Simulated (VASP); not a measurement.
Runs of VASP 6.6.1 on AgCl. Symmetry: Pm-3m, No. 221, cubic system. Conventional cell: a = 3.396 Å, b = 3.396 Å, c = 3.396 Å, α = 90.00°, β = 90.00°, γ = 90.00°. Within 3.9 Å of Ag (site symmetry m-3m) lie 8 Cl at 2.94 Å and 6 Ag at 3.40 Å. Cl (site symmetry m-3m) has 8 Ag at 2.94 Å and 6 Cl at 3.40 Å within 3.9 Å. 

```csv
level,k mesh,grid for exact exchange (PRECFOCK),screening parameter,share of exact exchange,gap on the mesh (eV),pressure (GPa)
HSE06,4 × 4 × 4,Normal,0.2079 1/Å,-,(b),1.3
PBE-based global hybrid,4 × 4 × 4,Normal,-,0.75,7.41,-0.3
PBE-based screened hybrid,4 × 4 × 4,Normal,0.1 1/Å,0.15,(c),1.3
r2SCAN50,4 × 4 × 4,Normal,-,-,5.18,0.2
PBE,6 × 6 × 6,-,-,-,0.58,(a)
PBE-based screened hybrid,4 × 4 × 4,Normal,0.5 1/Å,0.35,1.76,1.6
```

Alike in all rows: task single point; potentials or basis VASP PAW PBE potentials, release 64 (Ag, Cl); no spin polarisation; cell as given; cutoff (eV) 520; smearing gaussian 0.01 eV.

Question: Fill in the values left out.

Answer: (a) 1.5; (b) 2.01; (c) 1.63.

Caveats: some runs use coarse meshes; the PAW data sets were made with another functional, which shifts forces and pressure a little (some runs).

A k mesh can miss the band edges, and the runs leave out spin-orbit coupling on Ag.
